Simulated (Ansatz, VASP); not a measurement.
**WSe2: VASP beside Ansatz**

```xyz
6
Lattice="3.3199 0.0000 0.0000 -1.6600 2.8751 0.0000 0.0000 0.0000 13.7372" Properties=species:S:1:pos:R:3 pbc="T T T"
W     1.6600    0.9584   10.3029
W     0.0000    1.9168    3.4343
Se    0.0000    1.9168   11.9651
Se    1.6600    0.9584    5.0965
Se    0.0000    1.9168    8.6407
Se    1.6600    0.9584    1.7721
```

Alike in both runs: task single point; functional LDA; k mesh 6 × 6 × 2; occupations gaussian, width 0.1 eV; no spin polarisation.

|  | VASP | Ansatz |
| --- | --- | --- |
| version | VASP 6.6.1 | Ansatz 0.2.0 |
| potentials or method | VASP PAW LDA potentials, release 64 (W_sv, Se), cutoff 520 eV | scalar-relativistic, plane waves, PAW |
| valence electrons in the cell | 52 | 92 |

Ansatz gave:

| Property | Result |
| --- | --- |
| gap on the k mesh at the Fermi level (eV) | 1.16 |
| least direct gap on the mesh (eV) | 1.44 |
| pressure (GPa) | -5.3 |
| traceless stress, the component that is largest in VASP (GPa) | 1.09 |
| rms of the force components (eV/Å) | 0.154 |

Q: What did VASP give for the same quantities?

A: gap on the k mesh at the Fermi level (eV): 1.15; least direct gap on the mesh (eV): 1.45; pressure (GPa): -4.7; traceless stress, the component that is largest in VASP (GPa): 1.20; rms of the force components (eV/Å): 0.110.

Ansatz warns that its potentials were made for another functional, while VASP's fit it. LDA's correlation is that of Perdew and Zunger in VASP and of Perdew and Wang (1992) in Ansatz. Atom by atom the forces differ by 0.044 eV/Å (rms over components). VASP's potentials hold 52 valence electrons a cell and Ansatz's 92, so a difference there can come from the potentials and not from the codes.

Spin-orbit coupling is off throughout.
